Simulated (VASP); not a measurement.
Set up this calculation in VASP 6.6.1, as the native input.

```yaml
Task: single point
Functional: r2SCAN
Potentials_or_basis: VASP PAW PBE potentials, release 64 (Cd, S)
Cutoff: 520 eV
k_mesh: 6 × 4 × 6
Occupations: fermi-dirac, width 0.02 eV
Spin: no spin polarisation
Dipole_correction: no
Further_INCAR_settings: ALGO = Normal; EDIFF = 1e-06; NBANDS = 26
```

Crystal: CdS.

```
CELL_PARAMETERS angstrom
3.93742 0.00000 0.00000
0.00000 5.56660 0.00000
0.00000 0.00000 3.82129
ATOMIC_POSITIONS crystal
Cd 0.50000 0.50000 0.24303
Cd 0.00000 0.00000 0.75697
S 0.50000 0.00000 0.25516
S 0.00000 0.50000 0.74484
```

One way to write it, as run:

POSCAR

```
CdS
1.0
    3.9374244000      0.0000000000      0.0000000000
    0.0000000000      5.5666049000      0.0000000000
    0.0000000000      0.0000000000      3.8212920302
Cd S
2 2
Direct
    0.5000000000      0.5000000000      0.2430300000
    0.0000000000      0.0000000000      0.7569700000
    0.5000000000      0.0000000000      0.2551600000
    0.0000000000      0.5000000000      0.7448400000
```

INCAR.step1

```
SYSTEM = CdS
  PREC = Accurate
  ENCUT = 520
  ISMEAR = -1
  SIGMA = 0.02
  LREAL = .FALSE.
  LASPH = .TRUE.
  NELM = 100
  NBANDS = 26
  GGA = PE
  ALGO = Normal
  EDIFF = 1E-4
  LWAVE = .TRUE.
  LCHARG = .FALSE.
```

INCAR.step2

```
SYSTEM = CdS
  PREC = Accurate
  ENCUT = 520
  EDIFF = 1E-6
  ISMEAR = -1
  SIGMA = 0.02
  LREAL = .FALSE.
  LASPH = .TRUE.
  NELM = 100
  ALGO = Normal
  ISIF = 2
  LWAVE = .FALSE.
  LCHARG = .TRUE.
  METAGGA = R2SCAN
  LMIXTAU = .TRUE.
  LELF = .TRUE.
  LVHAR = .TRUE.
  NBANDS = 26
  ISTART = 1
```

KPOINTS

```
Automatic mesh
0
G
  6 4 6
  0 0 0
```

Potentials or basis: VASP PAW PBE potentials, release 64 (Cd, S).

Command:

```bash
$ cat potpaw_PBE.64/Cd/POTCAR potpaw_PBE.64/S/POTCAR > POTCAR
$ cp INCAR.step1 INCAR
$ mpirun -np 1 vasp_std > vasp.out
$ cp INCAR.step2 INCAR
$ mpirun -np 1 vasp_std > vasp.out
```

Results of the run:

```json
{
  "Pressure": "-2.0 GPa",
  "Largest force": "0.030 eV/Å",
  "Band gap on the k mesh": "0.62 eV"
}
```

Caveat: the PAW data sets were made with another functional, which shifts forces and pressure a little.

Wall time 3.3 min on 1 thread of Intel(R) Xeon(R) Platinum 8488C (Sapphire Rapids), on a shared host, peak memory 0.24 GiB.
